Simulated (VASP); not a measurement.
Sn2Te3O, 6 atoms in the cell. It takes space group P4mm (No. 99, tetragonal). The conventional cell has a = 4.261 Å, b = 4.261 Å, c = 10.154 Å, α = 90.00°, β = 90.00°, γ = 90.00°. Within 4.3 Å of Sn (site symmetry 4mm) lie 4 O at 3.09 Å and 5 Te at 3.32 to 3.41 Å and 8 Sn at 4.02 to 4.26 Å. Within 2.6 Å of Sn (site symmetry 4mm) lie 1 O at 1.98 Å. Te (site symmetry 2mm) has 4 Te at 3.01 Å and 2 Sn at 3.32 Å and 2 O at 3.86 Å within 4.0 Å. Within 4.3 Å of Te (site symmetry 4mm) lie 5 Sn at 3.11 to 3.41 Å and 4 O at 4.07 Å and 4 Te at 4.26 Å. O (site symmetry 4mm) has 1 Sn at 1.98 Å within 2.6 Å. The cell was built from a structure type or drawn by symmetry, and may not be a known phase.

- Program: VASP 6.6.1
- Task: single point
- Functional: PBE
- Potentials or basis: VASP PAW PBE potentials, release 64 (Sn_d, Te, O)
- Cutoff: 600 eV
- k mesh: 10 × 10 × 4
- Occupations: gaussian, width 0.1 eV
- Spin: no spin polarisation
- Dipole correction: no
- Further INCAR settings: ALGO = Normal; EDIFF = 1e-06; NBANDS = 35

Potentials or basis: VASP PAW PBE potentials, release 64 (Sn_d, Te, O).

Run with:

```sh
$ cat potpaw_PBE.64/Sn_d/POTCAR potpaw_PBE.64/Te/POTCAR potpaw_PBE.64/O/POTCAR > POTCAR
$ mpirun -np 1 vasp_std > vasp.out
```

Hardware: 1 thread of AMD EPYC 9R45 96-Core Processor (Zen 5) (shared host).

Task: How long does it take, and how much memory?

Result: Run time: 6.2 min on 1 thread of AMD EPYC 9R45 96-Core Processor (Zen 5) (shared host), peak memory 0.59 GiB. Counts: scf iterations 16, k points 63.
